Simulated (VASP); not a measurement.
# SnSe2 in VASP: a series of runs

Runs on SnSe2. Level: PBE. Tasks: single point.

Program: VASP 6.6.1. These are calculated values, not measurements. Logs are shortened: lines on timing, memory, paths and dates and some standing lists are left out, and cuts for length are marked.

## Step 1: The cell of the first run

Symmetry: P-3m1, No. 164, trigonal system. The conventional cell has a = 3.811 Å, b = 3.811 Å, c = 6.136 Å, α = 90.00°, β = 90.00°, γ = 120.00°. Sn (site symmetry -3m) has 6 Se at 2.68 Å within 3.5 Å. Within 3.5 Å of Se (site symmetry 3m) lie 3 Sn at 2.68 Å.

## Step 2: Single point, PBE

File INCAR:

```
PREC     = Accurate       # precision mode
ENCUT    = 520            # plane-wave cutoff, eV
EDIFF    = 1E-6           # SCF threshold, eV
ISMEAR   = 0              # smearing method
SIGMA    = 0.01           # smearing width, eV
LREAL    = False          # projectors in reciprocal space
LASPH    = True           # aspherical terms in the spheres
NELM     = 80             # most SCF steps
ALGO     = Normal         # electronic algorithm
ISIF     = 2              # what is computed and relaxed
LWAVE    = False          # write WAVECAR
LCHARG   = False          # write CHGCAR
GGA      = PE             # functional
NBANDS   = 20             # bands
```

File KPOINTS:

```
Automatic mesh
0
Gamma
  6 6 4
```

File POSCAR:

```
SnSe2
1.0
    3.8110000000      0.0000000000      0.0000000000
   -1.9055000000      3.3004200000      0.0000000000
    0.0000000000      0.0000000000      6.1360000000
Sn Se
1 2
Direct
    0.0000000000      0.0000000000      0.0000000000
    0.3333333333      0.6666666667      0.2490000000
    0.6666666667      0.3333333333      0.7510000000
```

Potentials or basis: VASP PAW PBE potentials, release 64 (Sn_d, Se).

Launch:

```bash
$ cat potpaw_PBE.64/Sn_d/POTCAR potpaw_PBE.64/Se/POTCAR > POTCAR
$ mpirun -np 1 vasp_std > vasp.out
```

OUTCAR:

```text
PREC = Accurate
   ENCUT = 520
   EDIFF = 1E-6
   ISMEAR = 0
   LREAL = False
   LASPH = True
   NELM = 80
   ISIF = 2
   GGA = PE

 ion  position               nearest neighbor table
   1  0.000  0.000  0.000-   2 2.68   3 2.68   3 2.68   2 2.68   3 2.68   2 2.68
   2  0.333  0.667  0.249-   1 2.68   1 2.68   1 2.68
   3  0.667  0.333  0.751-   1 2.68   1 2.68   1 2.68

  LATTYP: Found a hexagonal cell.
 ALAT       =     3.8110000000
 C/A-ratio  =     1.6100760955

  Lattice vectors:

 A1 = (   3.8110000000,   0.0000000000,   0.0000000000)
 A2 = (  -1.9055000000,   3.3004200000,   0.0000000000)
 A3 = (   0.0000000000,   0.0000000000,   6.1360000000)

Analysis of symmetry for initial positions (statically):
=====================================================================
 Subroutine PRICEL returns:
 Original cell was already a primitive cell.

 Routine SETGRP: Setting up the symmetry group for a
 hexagonal supercell.

 Subroutine GETGRP returns: Found 12 space group operations
 (whereof 12 operations were pure point group operations)
 out of a pool of 24 trial point group operations.

The static configuration has the point symmetry D_3d.

Analysis of symmetry for dynamics (positions and initial velocities):
=====================================================================
 Subroutine PRICEL returns:
 Original cell was already a primitive cell.

 Routine SETGRP: Setting up the symmetry group for a
 hexagonal supercell.

 Subroutine GETGRP returns: Found 12 space group operations
 (whereof 12 operations were pure point group operations)
 out of a pool of 24 trial point group operations.

The dynamic configuration has the point symmetry D_3d.

 Subroutine INISYM returns: Found 12 space group operations
 (whereof 12 operations are pure point group operations),
 and found     1 'primitive' translations

----------------------------------------------------------------------------------------

                                     Primitive cell

  volume of cell :      77.1780

  direct lattice vectors                    reciprocal lattice vectors
     3.811000000  0.000000000  0.000000000     0.262398321  0.151495870  0.000000000
    -1.905500000  3.300420000  0.000000000     0.000000000  0.302991740  0.000000000
     0.000000000  0.000000000  6.136000000     0.000000000  0.000000000  0.162972621

  length of vectors
     3.811000000  3.810997563  6.136000000     0.302991547  0.302991740  0.162972621

  position of ions in fractional coordinates (direct lattice)
     0.000000000  0.000000000  0.000000000
     0.333333333  0.666666667  0.249000000
     0.666666667  0.333333333  0.751000000

  ion indices of the primitive-cell ions
   primitive index   ion index
                 1           1
                 2           2
                 3           3

----------------------------------------------------------------------------------------

 KPOINTS: Automatic mesh

Automatic generation of k-mesh.
 Grid dimensions read from file:
 generate k-points for:    6    6    4

 Generating k-lattice:

  Cartesian coordinates                     Fractional coordinates (reciprocal lattice)
     0.043733053  0.025249312  0.000000000     0.166666667  0.000000000  0.000000000
     0.000000000  0.050498623  0.000000000     0.000000000  0.166666667  0.000000000
     0.000000000  0.000000000  0.040743155     0.000000000  0.000000000  0.250000000

  Length of vectors
     0.050498591  0.050498623  0.040743155

  Shift w.r.t. Gamma in fractional coordinates (k-lattice)
     0.000000000  0.000000000  0.000000000

 Subroutine IBZKPT returns following result:
 ===========================================

 Found     24 irreducible k-points:

 Following reciprocal coordinates:
            Coordinates               Weight
  0.000000  0.000000  0.000000      1.000000
  0.166667 -0.000000  0.000000      6.000000
  0.333333  0.000000  0.000000      6.000000
  0.500000 -0.000000  0.000000      3.000000
  0.166667  0.166667  0.000000      6.000000
  0.333333  0.166667  0.000000     12.000000
[... 16 lines left out ...]
  0.333333  0.166667  0.500000     12.000000
  0.333333  0.333333  0.500000      2.000000
   k-points           NKPTS =     24   k-points in BZ     NKDIM =     24   number of bands    NBANDS=     20
   number of dos      NEDOS =    301   number of ions     NIONS =      3
   total plane-waves  NPLWV =  37632
   dimension x,y,z NGX =    28 NGY =   28 NGZ =   48
   dimension x,y,z NGXF=    56 NGYF=   56 NGZF=   96
   ions per type =               1   2
   NGX,Y,Z   is equivalent  to a cutoff of  12.21, 12.21, 13.00 a.u.
   NGXF,Y,Z  is equivalent  to a cutoff of  24.43, 24.43, 26.01 a.u.
 SYSTEM =  unknown system
   PREC   = accura    normal or accurate (medium, high low for compatibility)
   ISTART =      0    job   : 0-new  1-cont  2-samecut
   ICHARG =      2    charge: 1-file 2-atom 10-const
   ISPIN  =      1    spin polarized calculation?
   LNONCOLLINEAR =      F non collinear calculations
   LSORBIT =      F    spin-orbit coupling
   LASPH  =      T    aspherical Exc in radial PAW
   ENCUT  =  520.0 eV  38.22 Ry    6.18 a.u.   7.09  7.09 11.41*2*pi/ulx,y,z
   NELM   =     80;   NELMIN=  2; NELMDL= -5     # of ELM steps
   EDIFF  = 0.1E-05   stopping-criterion for ELM
   LREAL  =      F    real-space projection
   EDIFFG = 0.1E-04   stopping-criterion for IOM
   NSW    =      0    number of steps for IOM
   IBRION =     -1    ionic relax: 0-MD 1-quasi-New 2-CG
   NFREE  =      0    steps in history (QN), initial steepest desc. (CG)
   ISIF   =      2    stress and relaxation
   ISYM   =      2    0-nonsym 1-usesym 2-fastsym
   POTIM  = 0.5000    time-step for ionic-motion
   TEBEG  =    0.0;   TEEND  =   0.0 temperature during run
   PSTRESS=    0.0 pullay stress
   NELECT =      26.0000    total number of electrons
   NUPDOWN=      -1.0000    fix difference up-down
   EMIN   =  10.00;   EMAX   =-10.00  energy-range for DOS
   EFERMI =   0.00;   METHOD = LEGACY
   ISMEAR =     0;   SIGMA  =   0.01  broadening in eV -4-tet -1-fermi 0-gaus
   EFERMI_NEDOS =   21; number of points for ismear=-14 and -15
   IALGO  =     38    algorithm
   IMIX   =      4    mixing-type and parameters
     AMIX     =   0.40;   BMIX     =  1.00
     AMIX_MAG =   1.60;   BMIX_MAG =  1.00
  volume/ion in A,a.u.               =      25.73       173.61
  Fermi-wavevector in a.u.,A,eV,Ry     =   1.139116  2.152618 17.654732  1.297586
  Thomas-Fermi vector in A             =   2.275820
   LORBIT       =      0    0 simple, 1 ext, 2 COOP (PROOUT), +10 PAW based schemes
   GGA     = PE    functional components
   LHFCALC =     F    Hartree Fock is set to
   AEXX    =    0.0000 exact exchange contribution
   IVDW    =     0    specifies the selected vdW correction
   LEPSILON=     F    determine dielectric tensor
   LRPA    =     F    only Hartree local field effects (RPA)
 non-spin polarized calculation
 Gauss-broadening in eV      SIGMA  =   0.01
  energy-cutoff  :      520.00
  volume of cell :       77.18
 maximum number of plane-waves:      2109
   NGX = 15   NGY = 15   NGZ = 23

 number of electron      26.0000006 magnetization

 Free energy of the ion-electron system (eV)
  ---------------------------------------------------
  ext. energy  EPLUGINS =         0.00000000
  ---------------------------------------------------
  free energy    TOTEN  =       -11.73726035 eV

  energy without entropy =      -11.73726035  energy(sigma->0) =      -11.73726035

 E-fermi :   4.2376     XC(G=0):  -9.4534

 val. band max:        4.1708152469   @ k =   0.0000   0.0000   0.0000
 cond. band min:       4.9859055750   @ k =   0.5000  -0.0000   0.2500
 fundamental gap:      0.8150903282
 Fermi energy:         4.2376145095

 k-point     1 :       0.0000    0.0000    0.0000
  band No.  band energies     occupation
      1     -17.0980      2.00000
      2     -17.0980      2.00000
      3     -17.0600      2.00000
      4     -17.0445      2.00000
      5     -17.0444      2.00000
      6      -9.8266      2.00000
[... 12 lines left out ...]
     19      13.1124      0.00000
     20      13.1124      0.00000

 k-point     2 :       0.1667   -0.0000    0.0000
  band No.  band energies     occupation
      1     -17.1120      2.00000
      2     -17.0896      2.00000
      3     -17.0542      2.00000
      4     -17.0478      2.00000
      5     -17.0417      2.00000
      6      -9.5508      2.00000
[... 12 lines left out ...]
     19      12.4450      0.00000
     20      13.3778      0.00000

 k-point     3 :       0.3333    0.0000    0.0000
  band No.  band energies     occupation
      1     -17.1432      2.00000
      2     -17.0803      2.00000
      3     -17.0625      2.00000
      4     -17.0315      2.00000
      5     -17.0286      2.00000
      6      -8.8112      2.00000
[... 12 lines left out ...]
     19      13.1156      0.00000
     20      13.9723      0.00000

 k-point     4 :       0.5000   -0.0000    0.0000
  band No.  band energies     occupation
      1     -17.1593      2.00000
      2     -17.0789      2.00000
      3     -17.0672      2.00000
      4     -17.0223      2.00000
      5     -17.0187      2.00000
      6      -8.1628      2.00000
[... 12 lines left out ...]
     19      14.1818      0.00000
     20      14.8216      0.00000

 k-point     5 :       0.1667    0.1667    0.0000
  band No.  band energies     occupation
      1     -17.1284      2.00000
      2     -17.0882      2.00000
      3     -17.0541      2.00000
      4     -17.0462      2.00000
      5     -17.0291      2.00000
      6      -9.0369      2.00000
[... 12 lines left out ...]
     19      11.1840      0.00000
     20      14.3629      0.00000

 k-point     6 :       0.3333    0.1667    0.0000
  band No.  band energies     occupation
      1     -17.1440      2.00000
      2     -17.0915      2.00000
      3     -17.0581      2.00000
      4     -17.0324      2.00000
      5     -17.0211      2.00000
      6      -8.2392      2.00000
[... 12 lines left out ...]
     19      12.6915      0.00000
     20      14.2059      0.00000

 k-point     7 :       0.3333    0.3333    0.0000
  band No.  band energies     occupation
      1     -17.1200      2.00000
      2     -17.1200      2.00000
      3     -17.0406      2.00000
      4     -17.0406      2.00000
      5     -17.0266      2.00000
      6      -7.6940      2.00000
[... 12 lines left out ...]
     19      12.5725      0.00000
     20      12.5725      0.00000
[... 277 lines left out ...]
 k-point    20 :       0.3333    0.0000    0.5000
  band No.  band energies     occupation
      1     -17.1434      2.00000
      2     -17.0803      2.00000
      3     -17.0625      2.00000
      4     -17.0314      2.00000
      5     -17.0286      2.00000
      6      -8.6670      2.00000
[... 12 lines left out ...]
     19      13.8271      0.00000
     20      14.0019      0.00000

 k-point    21 :       0.5000   -0.0000    0.5000
  band No.  band energies     occupation
      1     -17.1595      2.00000
      2     -17.0790      2.00000
      3     -17.0672      2.00000
      4     -17.0221      2.00000
      5     -17.0187      2.00000
      6      -8.0677      2.00000
[... 12 lines left out ...]
     19      14.0406      0.00000
     20      14.9205      0.00000

 k-point    22 :       0.1667    0.1667    0.5000
  band No.  band energies     occupation
      1     -17.1286      2.00000
      2     -17.0883      2.00000
      3     -17.0542      2.00000
      4     -17.0461      2.00000
      5     -17.0291      2.00000
      6      -8.8833      2.00000
[... 12 lines left out ...]
     19      12.2145      0.00000
     20      13.3433      0.00000

 k-point    23 :       0.3333    0.1667    0.5000
  band No.  band energies     occupation
      1     -17.1442      2.00000
      2     -17.0916      2.00000
      3     -17.0581      2.00000
      4     -17.0323      2.00000
      5     -17.0210      2.00000
      6      -8.1342      2.00000
[... 12 lines left out ...]
     19      12.6232      0.00000
     20      13.8335      0.00000

 k-point    24 :       0.3333    0.3333    0.5000
  band No.  band energies     occupation
      1     -17.1202      2.00000
      2     -17.1202      2.00000
      3     -17.0406      2.00000
      4     -17.0406      2.00000
      5     -17.0264      2.00000
      6      -7.6797      2.00000
[... 12 lines left out ...]
     19      13.1683      0.00000
     20      13.2465      0.00000

------------------------ aborting loop because EDIFF is reached ----------------------------------------

  FORCE on cell =-STRESS in cart. coord.  units (eV):
  Direction    XX          YY          ZZ          XY          YZ          ZX
  --------------------------------------------------------------------------------------
  -------------------------------------------------------------------------------------
  Total        2.5082470      2.5082427      3.1646338     -0.0000000     -0.0000000      0.0000000
  in kB       52.0699751     52.0698863     65.6962427     -0.0000000     -0.0000000      0.0000000
  external PRESSURE =      56.6120347 kB  Pullay stress =       0.0000000 kB

 VOLUME and BASIS-vectors are now :
 -----------------------------------------------------------------------------
  energy-cutoff  :      520.00
  volume of cell :       77.18
      direct lattice vectors                 reciprocal lattice vectors
     3.811000000  0.000000000  0.000000000     0.262398321  0.151495870  0.000000000
    -1.905500000  3.300420000  0.000000000     0.000000000  0.302991740  0.000000000
     0.000000000  0.000000000  6.136000000     0.000000000  0.000000000  0.162972621

 POSITION                                       TOTAL-FORCE (eV/Angst)
 -----------------------------------------------------------------------------------
      0.00000      0.00000      0.00000         0.000000      0.000000      0.000000
     -0.00000      2.20028      1.52786         0.000000     -0.000000      0.796023
      1.90550      1.10014      4.60814        -0.000000      0.000000     -0.796023
 -----------------------------------------------------------------------------------
    total drift:                                0.000000      0.000000      0.000000

  FREE ENERGIE OF THE ION-ELECTRON SYSTEM (eV)
  ---------------------------------------------------
  free  energy   TOTEN  =       -11.7372603477 eV

  energy  without entropy=      -11.7372603477  energy(sigma->0) =      -11.73726035
```

It took 15 s on 1 thread of AMD EPYC 9R45 (Zen 5), shared host; peak memory 0.17 GiB.

Results:

```yaml
Free_energy: -11.7373 eV
Pressure: 5.7 GPa
Largest_force: 0.796 eV/Å
Band_gap_on_the_k_mesh: 0.82 eV, indirect (least direct gap 1.09 eV)
```

Forces in eV/Å, atoms in the order of the input:
```
Sn   0.000  0.000  0.000
Se   0.000  0.000  0.796
Se   0.000  0.000 -0.796
```

Caveat: spin-orbit coupling is left out, which moves the levels of the heavy elements; this functional lacks dispersion, which binds the layers, so the pressure and a relaxed spacing across them are unreliable. A k mesh can miss the band edges.

## Step 3: Single point, PBE

File INCAR:

```
  PREC = Accurate
  ENCUT = 520
  EDIFF = 1E-6
  ISMEAR = 0
  SIGMA = 0.01
  LREAL = F
  LASPH = T
  NELM = 80
  ALGO = Normal
  ISIF = 2
  LWAVE = F
  LCHARG = F
  GGA = PE
  NBANDS = 20
```

KPOINTS is that of step 2.

Changes to POSCAR since step 2:

```diff
@@ -8,3 +8,3 @@
 Direct
-    0.0000000000      0.0000000000      0.0000000000
+    0.0000000000      0.0000000000      0.0081486310
     0.3333333333      0.6666666667      0.2490000000
```

Potentials or basis: VASP PAW PBE potentials, release 64 (Sn_d, Se).

Launch:

```bash
$ cat potpaw_PBE.64/Sn_d/POTCAR potpaw_PBE.64/Se/POTCAR > POTCAR
$ mpirun -np 1 vasp_std > vasp.out
```

Run time: 16 s. Hardware: 1 thread of AMD EPYC 9R45 (Zen 5), shared host; peak memory 0.17 GiB.

The run converged. Its results:

* Free energy: -11.7167 eV
* Pressure: 5.7 GPa
* Largest force: 1.216 eV/Å
* Band gap on the k mesh: 0.81 eV, indirect (least direct gap 1.07 eV)

Forces in eV/Å, atoms in the order of the input:
```
Sn   0.000  0.000 -0.822
Se   0.000  0.000  1.216
Se   0.000  0.000 -0.395
```

Stress tensor (GPa, compression positive):
```
5.31 0.00 0.00
0.00 5.31 0.00
0.00 0.00 6.52
```

Levels at points of the mesh, in eV from the valence-band top:
```csv
k point,band 9,band 10,band 11,band 12,band 13,band 14,band 15,band 16,band 17,band 18
"(0.00, 0.00, 0.00)",-0.80,-0.80,-0.30,-0.30,0.00,1.07,2.95,4.63,4.63,8.12
"(0.50, 0.00, 0.00)",-4.47,-2.90,-2.71,-1.19,-0.29,1.15,3.78,5.47,5.49,7.28
"(0.00, 0.00, 0.50)",-2.04,-0.86,-0.86,-0.17,-0.17,2.37,2.98,4.36,4.36,8.17
"(0.50, 0.00, 0.50)",-4.91,-2.55,-1.99,-0.84,-0.67,0.87,4.24,4.85,5.86,6.35
```

Caveat: spin-orbit coupling is left out, which moves the levels of the heavy elements; this functional lacks dispersion, which binds the layers, so the pressure and a relaxed spacing across them are unreliable; forces of over 1 eV/Å act on the atoms, so gaps and moduli don't describe the material at rest. A k mesh can miss the band edges.

## Step 4: Single point, PBE

File INCAR:

```
PREC = Accurate
ENCUT = 520
EDIFF = 1E-7
ISMEAR = 0
SIGMA = 0.01
LREAL = F
LASPH = T
NELM = 100
ALGO = Normal
ISIF = 2
LWAVE = F
LCHARG = F
GGA = PE
NBANDS = 20
```

File KPOINTS:

```
regular mesh
0
Gamma
  6 6 4
```

Changes to POSCAR since step 3:

```diff
@@ -8,3 +8,3 @@
 Direct
-    0.0000000000      0.0000000000      0.0081486310
+    0.0000000000      0.0000000000      0.0162972621
     0.3333333333      0.6666666667      0.2490000000
```

Launch:

```bash
$ cat potpaw_PBE.64/Sn_d/POTCAR potpaw_PBE.64/Se/POTCAR > POTCAR
$ mpirun -np 1 vasp_std > vasp.out
```

Run time: 18 s. Hardware: 1 thread of AMD EPYC 9R45 (Zen 5), shared host; peak memory 0.17 GiB.

It converged, with:

* Free energy: -11.6552 eV
* Pressure: 5.9 GPa
* Largest force: 1.651 eV/Å
* Band gap on the k mesh: 0.79 eV, indirect (least direct gap 1.01 eV)

Forces on the atoms (eV/Å):
```
Sn   0.000  0.000 -1.636
Se   0.000  0.000  1.651
Se   0.000  0.000 -0.015
```

Stress tensor (GPa, compression positive):
```
5.66 0.00 0.00
0.00 5.66 0.00
0.00 0.00 6.39
```

Levels at points of the mesh, in eV from the valence-band top:
| k point | band 9 | band 10 | band 11 | band 12 | band 13 | band 14 | band 15 | band 16 | band 17 | band 18 |
| --- | --- | --- | --- | --- | --- | --- | --- | --- | --- | --- |
| (0.00, 0.00, 0.00) | -0.99 | -0.99 | -0.14 | -0.14 | 0.00 | 1.01 | 2.97 | 4.59 | 4.59 | 8.09 |
| (0.50, 0.00, 0.00) | -4.44 | -2.91 | -2.78 | -1.19 | -0.24 | 1.12 | 3.72 | 5.49 | 5.51 | 7.28 |
| (0.00, 0.00, 0.50) | -2.04 | -1.02 | -1.02 | -0.04 | -0.04 | 2.21 | 3.11 | 4.32 | 4.32 | 8.16 |
| (0.50, 0.00, 0.50) | -4.89 | -2.64 | -1.99 | -0.84 | -0.61 | 0.85 | 4.18 | 4.83 | 5.91 | 6.35 |

Caveat: spin-orbit coupling is left out, which moves the levels of the heavy elements; this functional lacks dispersion, which binds the layers, so the pressure and a relaxed spacing across them are unreliable; forces of over 1 eV/Å act on the atoms, so gaps and moduli don't describe the material at rest. A k mesh can miss the band edges.
